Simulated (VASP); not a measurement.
# InP (I-4m2) in VASP: a series of runs

Runs on InP. Level: r2SCAN. Tasks: single point.

Everything below comes from runs of VASP 6.6.1. Logs are shortened: lines on timing, memory, paths and dates and some standing lists are left out, and cuts for length are marked.

## 1. The cell of the first run

Symmetry: I-4m2, No. 119, tetragonal system. The conventional cell has a = 3.620 Å, b = 3.620 Å, c = 7.680 Å, α = 90.00°, β = 90.00°, γ = 90.00°. Within 3.7 Å of In (site symmetry -4m2) lie 4 P at 2.64 Å and 4 In at 3.62 Å. Within 3.7 Å of P (site symmetry -4m2) lie 4 In at 2.64 Å and 4 P at 3.62 Å.

## 2. Single point, r2SCAN

File POSCAR:

```
InP
1.0
    0.0000000000      2.5600275519      3.8400413279
    2.5600275519      0.0000000000      3.8400413279
    2.5600275519      2.5600275519      0.0000000000
In P
1 1
Direct
    0.0000000000      0.0000000000      0.0000000000
    0.7500000000      0.7500000000      0.7500000000
```

File INCAR.step1:

```
PREC = Accurate
ENCUT = 520
ISMEAR = 0
SIGMA = 0.05
LREAL = F
LASPH = T
NELM = 60
NBANDS = 16
GGA = PE
ALGO = Normal
EDIFF = 1E-4
LWAVE = T
LCHARG = F
```

File INCAR.step2:

```
PREC = Accurate
ENCUT = 520
EDIFF = 1E-6
ISMEAR = 0
SIGMA = 0.05
LREAL = F
LASPH = T
NELM = 60
ALGO = Normal
ISIF = 2
LWAVE = F
LCHARG = F
METAGGA = R2SCAN
LMIXTAU = T
NBANDS = 16
ISTART = 1
```

File KPOINTS:

```
regular mesh
0
Gamma
  10 10 10
```

Potentials or basis: VASP PAW PBE potentials, release 64 (In_d, P).

Command:

```
cat potpaw_PBE.64/In_d/POTCAR potpaw_PBE.64/P/POTCAR > POTCAR
cp INCAR.step1 INCAR
mpirun -np 1 vasp_std > vasp.out
cp INCAR.step2 INCAR
mpirun -np 1 vasp_std > vasp.out
```

OUTCAR:

```text
PREC = Accurate
   ENCUT = 520
   EDIFF = 1E-6
   ISMEAR = 0
   LREAL = F
   LASPH = T
   NELM = 60
   ISIF = 2
   METAGGA = R2SCAN
   ISTART = 1

 ion  position               nearest neighbor table
   1  0.000  0.000  0.000-   2 2.64   2 2.64   2 2.64   2 2.64
   2  0.750  0.750  0.750-   1 2.64   1 2.64   1 2.64   1 2.64

  LATTYP: Found a body centered tetragonal cell.
 ALAT       =     3.6204256839
 C/A-ratio  =     2.1213203436

  Lattice vectors:

 A1 = (  -2.5600275519,   0.0000000000,   3.8400413279)
 A2 = (   2.5600275519,   0.0000000000,   3.8400413279)
 A3 = (   0.0000000000,   2.5600275519,  -3.8400413279)

Analysis of symmetry for initial positions (statically):
=====================================================================
 Subroutine PRICEL returns:
 Original cell was already a primitive cell.

 Routine SETGRP: Setting up the symmetry group for a
 body centered tetragonal supercell.

 Subroutine GETGRP returns: Found  8 space group operations
 (whereof  8 operations were pure point group operations)
 out of a pool of 16 trial point group operations.

The static configuration has the point symmetry D_2d.

Analysis of symmetry for dynamics (positions and initial velocities):
=====================================================================
 Subroutine PRICEL returns:
 Original cell was already a primitive cell.

 Routine SETGRP: Setting up the symmetry group for a
 body centered tetragonal supercell.

 Subroutine GETGRP returns: Found  8 space group operations
 (whereof  8 operations were pure point group operations)
 out of a pool of 16 trial point group operations.

The dynamic configuration has the point symmetry D_2d.

 Subroutine INISYM returns: Found  8 space group operations
 (whereof  8 operations are pure point group operations),
 and found     1 'primitive' translations

----------------------------------------------------------------------------------------

                                     Primitive cell

  volume of cell :      50.3333

  direct lattice vectors                    reciprocal lattice vectors
     0.000000000  2.560027552  3.840041328    -0.195310398  0.195310398  0.130206932
     2.560027552  0.000000000  3.840041328     0.195310398 -0.195310398  0.130206932
     2.560027552  2.560027552  0.000000000     0.195310398  0.195310398 -0.130206932

  length of vectors
     4.615155303  4.615155303  3.620425684     0.305362323  0.305362323  0.305362323

  position of ions in fractional coordinates (direct lattice)
     0.000000000  0.000000000  0.000000000
     0.750000000  0.750000000  0.750000000

  ion indices of the primitive-cell ions
   primitive index   ion index
                 1           1
                 2           2

----------------------------------------------------------------------------------------

 KPOINTS: regular mesh

Automatic generation of k-mesh.
 Grid dimensions read from file:
 generate k-points for:   10   10   10

 Generating k-lattice:

  Cartesian coordinates                     Fractional coordinates (reciprocal lattice)
    -0.019531040  0.019531040  0.013020693     0.100000000 -0.000000000  0.000000000
     0.019531040 -0.019531040  0.013020693    -0.000000000  0.100000000  0.000000000
     0.019531040  0.019531040 -0.013020693     0.000000000  0.000000000  0.100000000

  Length of vectors
     0.030536232  0.030536232  0.030536232

  Shift w.r.t. Gamma in fractional coordinates (k-lattice)
     0.000000000  0.000000000  0.000000000

 Subroutine IBZKPT returns following result:
 ===========================================

 Found    102 irreducible k-points:

 Following reciprocal coordinates:
            Coordinates               Weight
  0.000000  0.000000  0.000000      1.000000
  0.100000  0.000000  0.000000      8.000000
  0.200000  0.000000  0.000000      8.000000
  0.300000  0.000000  0.000000      8.000000
  0.400000  0.000000  0.000000      8.000000
  0.500000  0.000000  0.000000      4.000000
[... 16 lines left out ...]
  0.300000  0.300000  0.000000      2.000000
  0.400000  0.300000  0.000000      8.000000
 [... further k-points ...]
   k-points           NKPTS =    102   k-points in BZ     NKDIM =    102   number of bands    NBANDS=     16
   number of dos      NEDOS =    301   number of ions     NIONS =      2
   total plane-waves  NPLWV =  36288
   dimension x,y,z NGX =    36 NGY =   36 NGZ =   28
   dimension x,y,z NGXF=    72 NGYF=   72 NGZF=   56
   ions per type =               1   1
   NGX,Y,Z   is equivalent  to a cutoff of  12.97, 12.97, 12.86 a.u.
   NGXF,Y,Z  is equivalent  to a cutoff of  25.94, 25.94, 25.71 a.u.
 SYSTEM =  unknown system
   PREC   = accura    normal or accurate (medium, high low for compatibility)
   ISTART =      1    job   : 0-new  1-cont  2-samecut
   ICHARG =      0    charge: 1-file 2-atom 10-const
   ISPIN  =      1    spin polarized calculation?
   LNONCOLLINEAR =      F non collinear calculations
   LSORBIT =      F    spin-orbit coupling
   LASPH  =      T    aspherical Exc in radial PAW
   ENCUT  =  520.0 eV  38.22 Ry    6.18 a.u.   8.58  8.58  6.73*2*pi/ulx,y,z
   NELM   =     60;   NELMIN=  2; NELMDL=  0     # of ELM steps
   EDIFF  = 0.1E-05   stopping-criterion for ELM
   LREAL  =      F    real-space projection
   EDIFFG = 0.1E-04   stopping-criterion for IOM
   NSW    =      0    number of steps for IOM
   IBRION =     -1    ionic relax: 0-MD 1-quasi-New 2-CG
   NFREE  =      0    steps in history (QN), initial steepest desc. (CG)
   ISIF   =      2    stress and relaxation
   ISYM   =      2    0-nonsym 1-usesym 2-fastsym
   POTIM  = 0.5000    time-step for ionic-motion
   TEBEG  =    0.0;   TEEND  =   0.0 temperature during run
   PSTRESS=    0.0 pullay stress
   NELECT =      18.0000    total number of electrons
   NUPDOWN=      -1.0000    fix difference up-down
   EMIN   =  10.00;   EMAX   =-10.00  energy-range for DOS
   EFERMI =   0.00;   METHOD = LEGACY
   ISMEAR =     0;   SIGMA  =   0.05  broadening in eV -4-tet -1-fermi 0-gaus
   EFERMI_NEDOS =   21; number of points for ismear=-14 and -15
   IALGO  =     38    algorithm
   IMIX   =      4    mixing-type and parameters
     AMIX     =   0.40;   BMIX     =  1.00
     AMIX_MAG =   1.60;   BMIX_MAG =  1.00
  volume/ion in A,a.u.               =      25.17       169.83
  Fermi-wavevector in a.u.,A,eV,Ry     =   1.162021  2.195901 18.371846  1.350293
  Thomas-Fermi vector in A             =   2.298587
   LORBIT       =      0    0 simple, 1 ext, 2 COOP (PROOUT), +10 PAW based schemes
   METAGGA = R2SCAN    functional components
   LHFCALC =     F    Hartree Fock is set to
   AEXX    =    0.0000 exact exchange contribution
   IVDW    =     0    specifies the selected vdW correction
   LEPSILON=     F    determine dielectric tensor
   LRPA    =     F    only Hartree local field effects (RPA)
 non-spin polarized calculation
 Gauss-broadening in eV      SIGMA  =   0.05
  energy-cutoff  :      520.00
  volume of cell :       50.33
 maximum number of plane-waves:      1370
 NGX is ok and might be reduce to    36

 number of electron      18.0000000 magnetization

 Free energy of the ion-electron system (eV)
  ---------------------------------------------------
  ext. energy  EPLUGINS =         0.00000000
  ---------------------------------------------------
  free energy    TOTEN  =       -31.17327801 eV

  energy without entropy =      -31.17224611  energy(sigma->0) =      -31.17276206

 E-fermi :   5.8407     XC(G=0): -10.0086

 val. band max:        5.8013479162   @ k =  -0.3000   0.1000   0.0000
 cond. band min:       5.8460961721   @ k =   0.1000   0.1000   0.0000
 fundamental gap:      0.0447482559
 Fermi energy:         5.8407142509

 k-point     1 :       0.0000    0.0000    0.0000
  band No.  band energies     occupation
      1      -9.8666      2.00000
      2      -9.6347      2.00000
      3      -9.6331      2.00000
      4      -9.6331      2.00000
      5      -9.6083      2.00000
      6      -6.6817      2.00000
[... 8 lines left out ...]
     15      13.8263      0.00000
     16      15.1645      0.00000

 k-point     2 :       0.1000    0.0000    0.0000
  band No.  band energies     occupation
      1      -9.8566      2.00000
      2      -9.6528      2.00000
      3      -9.6308      2.00000
      4      -9.6216      2.00000
      5      -9.6128      2.00000
      6      -6.5633      2.00000
[... 8 lines left out ...]
     15      14.3371      0.00000
     16      16.0390      0.00000

 k-point     3 :       0.2000    0.0000    0.0000
  band No.  band energies     occupation
      1      -9.8326      2.00000
      2      -9.6891      2.00000
      3      -9.6293      2.00000
      4      -9.6203      2.00000
      5      -9.5998      2.00000
      6      -6.2215      2.00000
[... 8 lines left out ...]
     15      15.1115      0.00000
     16      16.5246      0.00000

 k-point     4 :       0.3000    0.0000    0.0000
  band No.  band energies     occupation
      1      -9.8101      2.00000
      2      -9.7291      2.00000
      3      -9.6427      2.00000
      4      -9.6142      2.00000
      5      -9.5696      2.00000
      6      -5.7094      2.00000
[... 8 lines left out ...]
     15      15.7442      0.00000
     16      16.0243      0.00000

 k-point     5 :       0.4000    0.0000    0.0000
  band No.  band energies     occupation
      1      -9.8055      2.00000
      2      -9.7503      2.00000
      3      -9.6549      2.00000
      4      -9.6077      2.00000
      5      -9.5420      2.00000
      6      -5.1683      2.00000
[... 8 lines left out ...]
     15      15.7237      0.00000
     16      15.7639      0.00000

 k-point     6 :       0.5000    0.0000    0.0000
  band No.  band energies     occupation
      1      -9.8100      2.00000
      2      -9.7527      2.00000
      3      -9.6597      2.00000
      4      -9.6052      2.00000
      5      -9.5308      2.00000
      6      -4.9069      2.00000
[... 8 lines left out ...]
     15      15.1099      0.00000
     16      16.1042      0.00000

 k-point     7 :       0.1000    0.1000    0.0000
  band No.  band energies     occupation
      1      -9.8738      2.00000
      2      -9.6297      2.00000
      3      -9.6297      2.00000
      4      -9.6283      2.00000
      5      -9.6079      2.00000
      6      -6.5955      2.00000
[... 8 lines left out ...]
     15      14.1962      0.00000
     16      15.5789      0.00000

 k-point     8 :       0.2000    0.1000    0.0000
  band No.  band energies     occupation
      1      -9.8697      2.00000
      2      -9.6465      2.00000
      3      -9.6250      2.00000
      4      -9.6118      2.00000
      5      -9.6102      2.00000
      6      -6.3938      2.00000
[... 8 lines left out ...]
     15      15.0107      0.00000
     16      16.6896      0.00000

 k-point     9 :       0.3000    0.1000    0.0000
  band No.  band energies     occupation
      1      -9.8503      2.00000
      2      -9.6805      2.00000
      3      -9.6276      2.00000
      4      -9.6139      2.00000
      5      -9.5860      2.00000
      6      -5.9821      2.00000
[... 8 lines left out ...]
     15      15.8558      0.00000
     16      16.7812      0.00000
[... 172 lines left out ...]
 k-point    19 :       0.5000    0.2000    0.0000
  band No.  band energies     occupation
      1      -9.8443      2.00000
      2      -9.7045      2.00000
      3      -9.6407      2.00000
      4      -9.6025      2.00000
      5      -9.5533      2.00000
      6      -5.1112      2.00000
[... 8 lines left out ...]
     15      15.7632      0.00000
     16      16.7008      0.00000

 k-point    20 :      -0.4000    0.2000    0.0000
  band No.  band energies     occupation
      1      -9.8259      2.00000
      2      -9.7306      2.00000
      3      -9.6534      2.00000
      4      -9.6025      2.00000
      5      -9.5386      2.00000
      6      -4.8011      2.00000
[... 8 lines left out ...]
     15      15.9029      0.00000
     16      15.9807      0.00000

 k-point    21 :      -0.3000    0.2000    0.0000
  band No.  band energies     occupation
      1      -9.8085      2.00000
      2      -9.7462      2.00000
      3      -9.6585      2.00000
      4      -9.6064      2.00000
      5      -9.5392      2.00000
      6      -4.9286      2.00000
[... 8 lines left out ...]
     15      15.4787      0.00000
     16      16.3125      0.00000

 k-point    22 :      -0.2000    0.2000    0.0000
  band No.  band energies     occupation
      1      -9.7815      2.00000
      2      -9.7626      2.00000
      3      -9.6542      2.00000
      4      -9.6127      2.00000
      5      -9.5562      2.00000
      6      -5.3706      2.00000
[... 8 lines left out ...]
     15      15.2329      0.00000
     16      15.7476      0.00000

 k-point    23 :       0.3000    0.3000    0.0000
  band No.  band energies     occupation
      1      -9.9078      2.00000
      2      -9.6095      2.00000
      3      -9.6095      2.00000
      4      -9.6057      2.00000
      5      -9.6003      2.00000
      6      -5.9574      2.00000
[... 8 lines left out ...]
     15      16.2607      0.00000
     16      17.9664      0.00000

 k-point    24 :       0.4000    0.3000    0.0000
  band No.  band energies     occupation
      1      -9.9035      2.00000
      2      -9.6229      2.00000
      3      -9.6110      2.00000
      4      -9.6034      2.00000
      5      -9.5869      2.00000
      6      -5.6536      2.00000
[... 8 lines left out ...]
     15      16.3304      0.00000
     16      18.1161      0.00000

 [... further k-points ...]
[... 5 lines left out ...]
  --------------------------------------------------------------------------------------
  -------------------------------------------------------------------------------------
  Total        2.2000939      2.2000939     -4.9101073      0.0000000      0.0000000      0.0000000
  in kB       70.0320146     70.0320146   -156.2954709      0.0000000      0.0000000      0.0000000
  external PRESSURE =      -5.4104806 kB  Pullay stress =       0.0000000 kB

 VOLUME and BASIS-vectors are now :
 -----------------------------------------------------------------------------
  energy-cutoff  :      520.00
  volume of cell :       50.33
      direct lattice vectors                 reciprocal lattice vectors
     0.000000000  2.560027552  3.840041328    -0.195310398  0.195310398  0.130206932
     2.560027552  0.000000000  3.840041328     0.195310398 -0.195310398  0.130206932
     2.560027552  2.560027552  0.000000000     0.195310398  0.195310398 -0.130206932

 POSITION                                       TOTAL-FORCE (eV/Angst)
 -----------------------------------------------------------------------------------
      0.00000      0.00000      0.00000         0.000000      0.000000      0.000000
      3.84004      3.84004      5.76006        -0.000000     -0.000000      0.000000
 -----------------------------------------------------------------------------------
    total drift:                               -0.000017     -0.000017      0.000021

  FREE ENERGIE OF THE ION-ELECTRON SYSTEM (eV)
  ---------------------------------------------------
  free  energy   TOTEN  =       -31.1732780070 eV

  energy  without entropy=      -31.1722461094  energy(sigma->0) =      -31.17276206
```

It took 8.1 min on 1 thread of Intel Xeon 8259CL, shared host; peak memory 0.25 GiB.

Results:

| Quantity | Value |
| --- | --- |
| Free energy | -31.1733 eV |
| Pressure | -0.5 GPa |
| Band gap on the k mesh | zero (bands 9 and 10 overlap by 0.38 eV) |

Caveat: semilocal functionals underestimate gaps, so a narrow gap can read as zero; the PAW data sets were made with another functional, which shifts forces and pressure a little; spin-orbit coupling is left out, which moves the levels of the heavy elements.

## 3. Single point, r2SCAN

This run uses another cell than the first one, of the same volume but with other edges.

File POSCAR:

```
InP
1.0
    0.0000000000      2.9706488247      2.8518228717
    2.9706488247      0.0000000000      2.8518228717
    2.9706488247      2.9706488247      0.0000000000
In P
1 1
Direct
    0.0000000000      0.0000000000      0.0000000000
    0.7500000000      0.7500000000      0.7500000000
```

File INCAR.step1:

```
ALGO = Normal ; EDIFF = 1E-4
ENCUT = 520 ; GGA = PE
ISMEAR = 0 ; LASPH = T
LCHARG = F ; LREAL = F
LWAVE = T ; NBANDS = 16
NELM = 100 ; PREC = Accurate
SIGMA = 0.05
```

File INCAR.step2:

```
ALGO = Normal ; EDIFF = 1E-7
ENCUT = 520 ; ISIF = 2
ISMEAR = 0 ; ISTART = 1
LASPH = T ; LCHARG = T
LELF = T ; LMIXTAU = T
LREAL = F ; LVHAR = T
LWAVE = F ; METAGGA = R2SCAN
NBANDS = 16 ; NELM = 100
PREC = Accurate ; SIGMA = 0.05
```

File KPOINTS:

```
k-points
0
Gamma
  10 10 10
```

Potentials or basis: VASP PAW PBE potentials, release 64 (In_d, P).

Command:

```
cat potpaw_PBE.64/In_d/POTCAR potpaw_PBE.64/P/POTCAR > POTCAR
cp INCAR.step1 INCAR
mpirun -np 1 vasp_std > vasp.out
cp INCAR.step2 INCAR
mpirun -np 1 vasp_std > vasp.out
```

It took 6.9 min on 1 thread of Intel Xeon 8259CL, shared host; peak memory 0.24 GiB.

The run converged. Its results:

```yaml
Free_energy: -32.2857 eV
Pressure: 1.5 GPa
Band_gap_on_the_k_mesh: 1.04 eV
```

Stress tensor (GPa, compression positive):
```
0.97 0.00 0.00
0.00 0.97 0.00
0.00 0.00 2.63
```

Levels at points of the mesh, in eV from the valence-band top:
```tsv
k point	band 6	band 7	band 8	band 9	band 10	band 11	band 12	band 13
(0.00, 0.00, 0.00)	-12.12	-0.19	-0.19	0.00	1.04	4.28	4.35	4.35
(0.50, 0.00, 0.00)	-10.31	-6.00	-1.27	-1.00	1.71	4.89	5.22	7.44
(0.50, 0.50, 0.00)	-9.54	-5.82	-2.69	-2.69	1.73	2.17	10.03	10.16
(0.50, 0.00, 0.50)	-9.69	-6.08	-2.46	-2.44	1.97	2.56	9.60	10.01
```

Caveat: the PAW data sets were made with another functional, which shifts forces and pressure a little; spin-orbit coupling is left out, which moves the levels of the heavy elements.
